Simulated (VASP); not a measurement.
# K (Pm-3m) in VASP: further runs

Runs on K. Level: LDA. Tasks: single point.

Everything below comes from runs of VASP 6.6.1. Logs are shortened: lines on timing, memory, paths and dates and some standing lists are left out, and cuts for length are marked.

## (1) The cell of the first run

Symmetry: Pm-3m, No. 221, cubic system. Conventional cell: a = 4.310 Å, b = 4.310 Å, c = 4.310 Å, α = 90.00°, β = 90.00°, γ = 90.00°. Within 5.7 Å of K (site symmetry m-3m) lie 6 K at 4.31 Å.

## (2) Single point, LDA

INCAR

```
PREC     = Accurate       # precision mode
ENCUT    = 520            # plane-wave cutoff, eV
EDIFF    = 1E-6           # SCF threshold, eV
ISMEAR   = -1             # smearing method
SIGMA    = 0.1            # smearing width, eV
LREAL    = False          # projectors in reciprocal space
LASPH    = True           # aspherical terms in the spheres
NELM     = 80             # most SCF steps
ALGO     = Normal         # electronic algorithm
ISIF     = 2              # what is computed and relaxed
LWAVE    = False          # write WAVECAR
LCHARG   = False          # write CHGCAR
NBANDS   = 10             # bands
```

KPOINTS

```
Automatic mesh
0
Gamma
  8 8 8
```

POSCAR

```
K
1.0
    4.3104394900      0.0000000000      0.0000000000
    0.0000000000      4.3104394900      0.0000000000
    0.0000000000      0.0000000000      4.3104394900
K
1
Direct
    0.0000000000      0.0000000000      0.0000000000
```

Potentials or basis: VASP PAW LDA potentials, release 64 (K_sv).

Run with:

```bash
$ cat potpaw_LDA.64/K_sv/POTCAR > POTCAR
$ mpirun -np 1 vasp_std > vasp.out
```

OUTCAR:

```text
PREC = Accurate
   ENCUT = 520
   EDIFF = 1E-6
   ISMEAR = -1
   LREAL = False
   LASPH = True
   NELM = 80
   ISIF = 2

 ion  position               nearest neighbor table
   1  0.000  0.000  0.000-

  LATTYP: Found a simple cubic cell.
 ALAT       =     4.3104394900

  Lattice vectors:

 A1 = (   4.3104394900,   0.0000000000,   0.0000000000)
 A2 = (   0.0000000000,   4.3104394900,   0.0000000000)
 A3 = (   0.0000000000,   0.0000000000,   4.3104394900)

Analysis of symmetry for initial positions (statically):
=====================================================================
 Subroutine PRICEL returns:
 Original cell was already a primitive cell.

 Routine SETGRP: Setting up the symmetry group for a
 simple cubic supercell.

 Subroutine GETGRP returns: Found 48 space group operations
 (whereof 48 operations were pure point group operations)
 out of a pool of 48 trial point group operations.

The static configuration has the point symmetry O_h .

Analysis of symmetry for dynamics (positions and initial velocities):
=====================================================================
 Subroutine PRICEL returns:
 Original cell was already a primitive cell.

 Routine SETGRP: Setting up the symmetry group for a
 simple cubic supercell.

 Subroutine GETGRP returns: Found 48 space group operations
 (whereof 48 operations were pure point group operations)
 out of a pool of 48 trial point group operations.

The dynamic configuration has the point symmetry O_h .

 Subroutine INISYM returns: Found 48 space group operations
 (whereof 48 operations are pure point group operations),
 and found     1 'primitive' translations

----------------------------------------------------------------------------------------

                                     Primitive cell

  volume of cell :      80.0875

  direct lattice vectors                    reciprocal lattice vectors
     4.310439490  0.000000000  0.000000000     0.231994905  0.000000000  0.000000000
     0.000000000  4.310439490  0.000000000     0.000000000  0.231994905  0.000000000
     0.000000000  0.000000000  4.310439490     0.000000000  0.000000000  0.231994905

  length of vectors
     4.310439490  4.310439490  4.310439490     0.231994905  0.231994905  0.231994905

  position of ions in fractional coordinates (direct lattice)
     0.000000000  0.000000000  0.000000000

  ion indices of the primitive-cell ions
   primitive index   ion index
                 1           1

----------------------------------------------------------------------------------------

 KPOINTS: Automatic mesh

Automatic generation of k-mesh.
 Grid dimensions read from file:
 generate k-points for:    8    8    8

 Generating k-lattice:

  Cartesian coordinates                     Fractional coordinates (reciprocal lattice)
     0.028999363  0.000000000  0.000000000     0.125000000  0.000000000  0.000000000
     0.000000000  0.028999363  0.000000000     0.000000000  0.125000000  0.000000000
     0.000000000  0.000000000  0.028999363     0.000000000  0.000000000  0.125000000

  Length of vectors
     0.028999363  0.028999363  0.028999363

  Shift w.r.t. Gamma in fractional coordinates (k-lattice)
     0.000000000  0.000000000  0.000000000

 Subroutine IBZKPT returns following result:
 ===========================================

 Found     35 irreducible k-points:

 Following reciprocal coordinates:
            Coordinates               Weight
  0.000000  0.000000  0.000000      1.000000
  0.125000  0.000000  0.000000      6.000000
  0.250000  0.000000  0.000000      6.000000
  0.375000  0.000000  0.000000      6.000000
  0.500000  0.000000  0.000000      3.000000
  0.125000  0.125000  0.000000     12.000000
[... 16 lines left out ...]
  0.375000  0.375000  0.125000     24.000000
  0.500000  0.375000  0.125000     24.000000
 [... further k-points ...]
   k-points           NKPTS =     35   k-points in BZ     NKDIM =     35   number of bands    NBANDS=     10
   number of dos      NEDOS =    301   number of ions     NIONS =      1
   total plane-waves  NPLWV =  32768
   dimension x,y,z NGX =    32 NGY =   32 NGZ =   32
   dimension x,y,z NGXF=    64 NGYF=   64 NGZF=   64
   ions per type =               1
   NGX,Y,Z   is equivalent  to a cutoff of  12.34, 12.34, 12.34 a.u.
   NGXF,Y,Z  is equivalent  to a cutoff of  24.68, 24.68, 24.68 a.u.
 SYSTEM =  unknown system
   PREC   = accura    normal or accurate (medium, high low for compatibility)
   ISTART =      0    job   : 0-new  1-cont  2-samecut
   ICHARG =      2    charge: 1-file 2-atom 10-const
   ISPIN  =      1    spin polarized calculation?
   LNONCOLLINEAR =      F non collinear calculations
   LSORBIT =      F    spin-orbit coupling
   LASPH  =      T    aspherical Exc in radial PAW
   ENCUT  =  520.0 eV  38.22 Ry    6.18 a.u.   8.01  8.01  8.01*2*pi/ulx,y,z
   NELM   =     80;   NELMIN=  2; NELMDL= -5     # of ELM steps
   EDIFF  = 0.1E-05   stopping-criterion for ELM
   LREAL  =      F    real-space projection
   EDIFFG = 0.1E-04   stopping-criterion for IOM
   NSW    =      0    number of steps for IOM
   IBRION =     -1    ionic relax: 0-MD 1-quasi-New 2-CG
   NFREE  =      0    steps in history (QN), initial steepest desc. (CG)
   ISIF   =      2    stress and relaxation
   ISYM   =      2    0-nonsym 1-usesym 2-fastsym
   POTIM  = 0.5000    time-step for ionic-motion
   TEBEG  =    0.0;   TEEND  =   0.0 temperature during run
   PSTRESS=    0.0 pullay stress
   NELECT =       9.0000    total number of electrons
   NUPDOWN=      -1.0000    fix difference up-down
   EMIN   =  10.00;   EMAX   =-10.00  energy-range for DOS
   EFERMI =   0.00;   METHOD = LEGACY
   ISMEAR =    -1;   SIGMA  =   0.10  broadening in eV -4-tet -1-fermi 0-gaus
   EFERMI_NEDOS =   21; number of points for ismear=-14 and -15
   IALGO  =     38    algorithm
   IMIX   =      4    mixing-type and parameters
     AMIX     =   0.40;   BMIX     =  1.00
     AMIX_MAG =   1.60;   BMIX_MAG =  1.00
  volume/ion in A,a.u.               =      80.09       540.46
  Fermi-wavevector in a.u.,A,eV,Ry     =   0.790013  1.492908  8.491671  0.624120
  Thomas-Fermi vector in A             =   1.895269
   LORBIT       =      0    0 simple, 1 ext, 2 COOP (PROOUT), +10 PAW based schemes
   GGA     = CA    functional components
   LHFCALC =     F    Hartree Fock is set to
   AEXX    =    0.0000 exact exchange contribution
   IVDW    =     0    specifies the selected vdW correction
   LEPSILON=     F    determine dielectric tensor
   LRPA    =     F    only Hartree local field effects (RPA)
 non-spin polarized calculation
  energy-cutoff  :      520.00
  volume of cell :       80.09
 maximum number of plane-waves:      2192
   NGX = 17   NGY = 17   NGZ = 17

 number of electron       9.0000003 magnetization

 Free energy of the ion-electron system (eV)
  ---------------------------------------------------
  ext. energy  EPLUGINS =         0.00000000
  ---------------------------------------------------
  free energy    TOTEN  =        -1.05470835 eV

  energy without entropy =       -1.03157413  energy(sigma->0) =       -1.04314124

 E-fermi :  -0.4554     XC(G=0):  -5.6386

 val. band max:       -0.5757203001   @ k =   0.5000   0.0000   0.0000
 cond. band min:      -0.4166556194   @ k =   0.5000   0.1250   0.0000
 fundamental gap:      0.1590646807
 Fermi energy:        -0.4554039665

 k-point     1 :       0.0000    0.0000    0.0000
  band No.  band energies     occupation
      1     -32.4637      2.00000
      2     -16.1353      2.00000
      3     -16.1353      2.00000
      4     -16.1353      2.00000
      5      -2.5110      2.00000
      6       2.3296      0.00000
      7       2.3296      0.00000
      8       5.5386      0.00000
      9       5.5400      0.00000
     10       5.5454      0.00000

 k-point     2 :       0.1250    0.0000    0.0000
  band No.  band energies     occupation
      1     -32.4630      2.00000
      2     -16.1483      2.00000
      3     -16.1343      2.00000
      4     -16.1343      2.00000
      5      -2.3664      2.00000
      6       2.1862      0.00000
      7       2.3981      0.00000
      8       5.0288      0.00000
      9       5.0290      0.00000
     10       5.3498      0.00000

 k-point     3 :       0.2500    0.0000    0.0000
  band No.  band energies     occupation
      1     -32.4615      2.00000
      2     -16.1794      2.00000
      3     -16.1317      2.00000
      4     -16.1317      2.00000
      5      -1.9449      2.00000
      6       1.5899      0.00000
      7       2.5801      0.00000
      8       4.5228      0.00000
      9       4.5228      0.00000
     10       5.1488      0.00000

 k-point     4 :       0.3750    0.0000    0.0000
  band No.  band energies     occupation
      1     -32.4599      2.00000
      2     -16.2101      2.00000
      3     -16.1290      2.00000
      4     -16.1290      2.00000
      5      -1.2816      1.99948
      6       0.6326      0.00004
      7       2.7939      0.00000
      8       4.1943      0.00000
      9       4.1943      0.00000
     10       5.6487      0.00000
[... 222 lines left out ...]
 k-point    22 :       0.5000    0.2500    0.1250
  band No.  band energies     occupation
      1     -32.4565      2.00000
      2     -16.2158      2.00000
      3     -16.1690      2.00000
      4     -16.1366      2.00000
      5       0.1912      0.00311
      6       0.1987      0.00288
      7       2.8592      0.00000
      8       2.9419      0.00000
      9       4.0872      0.00000
     10       4.5138      0.00000

 k-point    23 :       0.3750    0.3750    0.1250
  band No.  band energies     occupation
      1     -32.4556      2.00000
      2     -16.2004      2.00000
      3     -16.1994      2.00000
      4     -16.1351      2.00000
      5      -0.0410      0.03121
      6       1.4553      0.00000
      7       1.7968      0.00000
      8       2.9511      0.00000
      9       4.0964      0.00000
     10       4.4062      0.00000

 k-point    24 :       0.5000    0.3750    0.1250
  band No.  band energies     occupation
      1     -32.4550      2.00000
      2     -16.2121      2.00000
      3     -16.1984      2.00000
      4     -16.1339      2.00000
      5       0.5643      0.00007
      6       0.8737      0.00000
      7       2.1245      0.00000
      8       2.4870      0.00000
      9       4.2651      0.00000
     10       4.3420      0.00000

 [... further k-points ...]
[... 5 lines left out ...]
  --------------------------------------------------------------------------------------
  -------------------------------------------------------------------------------------
  Total       -0.2028822     -0.2028822     -0.2028822     -0.0000000      0.0000000     -0.0000000
  in kB       -4.0587283     -4.0587283     -4.0587283     -0.0000000      0.0000000     -0.0000000
  external PRESSURE =      -4.0587283 kB  Pullay stress =       0.0000000 kB

 VOLUME and BASIS-vectors are now :
 -----------------------------------------------------------------------------
  energy-cutoff  :      520.00
  volume of cell :       80.09
      direct lattice vectors                 reciprocal lattice vectors
     4.310439490  0.000000000  0.000000000     0.231994905  0.000000000  0.000000000
     0.000000000  4.310439490  0.000000000     0.000000000  0.231994905  0.000000000
     0.000000000  0.000000000  4.310439490     0.000000000  0.000000000  0.231994905

 POSITION                                       TOTAL-FORCE (eV/Angst)
 -----------------------------------------------------------------------------------
      0.00000      0.00000      0.00000         0.000000      0.000000      0.000000
 -----------------------------------------------------------------------------------
    total drift:                                0.000000      0.000000      0.000000

  FREE ENERGIE OF THE ION-ELECTRON SYSTEM (eV)
  ---------------------------------------------------
  free  energy   TOTEN  =        -1.0547083507 eV

  energy  without entropy=       -1.0315741313  energy(sigma->0) =       -1.04314124
```

Wall time 30 s (1 thread of AMD EPYC 7R13, shared host); peak memory 0.13 GiB.

What came out:

```yaml
Free_energy: -1.0547 eV
Pressure: -0.4 GPa
```

## (3) Single point, LDA

INCAR

```
SYSTEM = K
  PREC = Accurate
  ENCUT = 520
  EDIFF = 1E-6
  ISMEAR = -1
  SIGMA = 0.1
  LREAL = .False.
  LASPH = .True.
  NELM = 60
  ALGO = Normal
  ISIF = 2
  LWAVE = .False.
  LCHARG = .False.
  NBANDS = 10
```

KPOINTS

```
Automatic mesh
0
Gamma
  8 8 8
  0 0 0
```

POSCAR is that of step 2.

Potentials or basis: VASP PAW LDA potentials, release 64 (K_sv).

Run with:

```bash
$ cat potpaw_LDA.64/K_sv/POTCAR > POTCAR
$ mpirun -np 1 vasp_std > vasp.out
```

OUTCAR:

```text
SYSTEM = K
   PREC = Accurate
   ENCUT = 520
   EDIFF = 1E-6
   ISMEAR = -1
   LREAL = .False.
   LASPH = .True.
   NELM = 60
   ISIF = 2

 ion  position               nearest neighbor table
   1  0.000  0.000  0.000-

  LATTYP: Found a simple cubic cell.
 ALAT       =     4.3104394900

  Lattice vectors:

 A1 = (   4.3104394900,   0.0000000000,   0.0000000000)
 A2 = (   0.0000000000,   4.3104394900,   0.0000000000)
 A3 = (   0.0000000000,   0.0000000000,   4.3104394900)

[... 480 lines left out ...]
      2     -16.2121      2.00000
      3     -16.1984      2.00000
      4     -16.1339      2.00000
      5       0.5643      0.00007
      6       0.8737      0.00000
      7       2.1245      0.00000
      8       2.4870      0.00000
      9       4.2651      0.00000
     10       4.3420      0.00000

 [... further k-points ...]
[... 5 lines left out ...]
  --------------------------------------------------------------------------------------
  -------------------------------------------------------------------------------------
  Total       -0.2028822     -0.2028822     -0.2028822     -0.0000000      0.0000000     -0.0000000
  in kB       -4.0587283     -4.0587283     -4.0587283     -0.0000000      0.0000000     -0.0000000
  external PRESSURE =      -4.0587283 kB  Pullay stress =       0.0000000 kB

 VOLUME and BASIS-vectors are now :
 -----------------------------------------------------------------------------
  energy-cutoff  :      520.00
  volume of cell :       80.09
      direct lattice vectors                 reciprocal lattice vectors
     4.310439490  0.000000000  0.000000000     0.231994905  0.000000000  0.000000000
     0.000000000  4.310439490  0.000000000     0.000000000  0.231994905  0.000000000
     0.000000000  0.000000000  4.310439490     0.000000000  0.000000000  0.231994905

 POSITION                                       TOTAL-FORCE (eV/Angst)
 -----------------------------------------------------------------------------------
      0.00000      0.00000      0.00000         0.000000      0.000000      0.000000
 -----------------------------------------------------------------------------------
    total drift:                                0.000000      0.000000      0.000000

  FREE ENERGIE OF THE ION-ELECTRON SYSTEM (eV)
  ---------------------------------------------------
  free  energy   TOTEN  =        -1.0547083507 eV

  energy  without entropy=       -1.0315741313  energy(sigma->0) =       -1.04314124
```

stdout:

```text
POSCAR found type information on POSCAR K
 POSCAR found :  1 types and       1 ions
 scaLAPACK will be used
 LDA part: xc-table for (Slater(with rela. corr.)+CA(PZ))
 , standard interpolation
 POSCAR, INCAR and KPOINTS ok, starting setup
 FFT: planning ... GRIDC
 FFT: planning ... GRID_SOFT
 FFT: planning ... GRID
 WAVECAR not read
 entering main loop
```

It took 26 s on 1 thread of AMD EPYC 7R13, shared host; peak memory 0.13 GiB.

What came out:

- Free energy: -1.0547 eV
- Pressure: -0.4 GPa
